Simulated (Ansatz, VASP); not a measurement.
## One calculation of Ga3Bi2As, two programs

INCAR

```
  PREC = Accurate
  ENCUT = 520
  EDIFF = 1E-7
  ISMEAR = -1
  SIGMA = 0.02
  LREAL = F
  LASPH = T
  NELM = 80
  ALGO = Normal
  ISIF = 2
  LWAVE = F
  LCHARG = F
  GGA = PS
  NBANDS = 46
```

Contents of KPOINTS:

```
Automatic mesh
0
Gamma
  6 6 2
```

The input POSCAR:

```
Ga3Bi2As
1.0
    4.3389939450      0.0000000000      0.0000000000
   -2.1694969725      3.7576789832      0.0000000000
    0.0000000000      0.0000000000     10.6220528701
As Bi Ga
1 2 3
Direct
    0.0000000000      0.0000000000      0.0002928626
    0.3333333333      0.6666666667      0.3243475444
    0.6666666667      0.3333333333      0.6742455647
    0.3333333333      0.6666666667      0.0650415395
    0.6666666667      0.3333333333      0.4174205607
    0.0000000000      0.0000000000      0.7686519281
```

Input for Ansatz:

```yaml
crystal:
  lattice:
    - [4.338993945, 0.0, 0.0]
    - [-2.1694969725, 3.7576789832, 0.0]
    - [0.0, 0.0, 10.6220528701]
  atoms:
    - { symbol: As, position: [0.0, 0.0, 0.0002928626] }
    - { symbol: Bi, position: [0.3333333333, 0.6666666667, 0.3243475444] }
    - { symbol: Bi, position: [0.6666666667, 0.3333333333, 0.6742455647] }
    - { symbol: Ga, position: [0.3333333333, 0.6666666667, 0.0650415395] }
    - { symbol: Ga, position: [0.6666666667, 0.3333333333, 0.4174205607] }
    - { symbol: Ga, position: [0.0, 0.0, 0.7686519281] }
kpoints:
  mp_grid: { grid: [6, 6, 2] }
hamiltonian:
  xc: pbesol
scf:
  occupations: { method: fermi_dirac, width: 0.02 }
  n_extra_bands: 5
output:
  forces: true
  stress: true
  eigenvalues: true
basis:
  xc_grid: 1
```

Alike in both runs: task single point; functional PBEsol; k mesh 6 × 6 × 2; occupations fermi-dirac, width 0.02 eV; no spin polarisation.

```csv
,VASP,Ansatz
version,VASP 6.6.1,Ansatz 0.2.0
potentials or method,"VASP PAW PBE potentials, release 64 (As, Bi_d, Ga_d)",plane waves
plane-wave cutoff (eV),520,420
valence electrons in the cell,74,84
```

VASP gave:

```
pressure (GPa)                                                : -0.3
traceless stress, the component that is largest in VASP (GPa) : 0.19
rms of the force components (eV/Å)                            : 0.032
```

Problem. What did Ansatz give for the same quantities?

Solution. Pressure (GPa): -0.3; traceless stress, the component that is largest in VASP (GPa): 0.19; rms of the force components (eV/Å): 0.033.

VASP's potentials were made for PBE, not for PBEsol. Atom by atom the forces differ by 0.003 eV/Å (rms over components). The functional is the same, so the differences come from potentials, cutoffs and numerics. VASP's potentials hold 74 valence electrons a cell and Ansatz's 84, so a difference there can come from the potentials and not from the codes.

Neither program's run includes spin-orbit coupling.
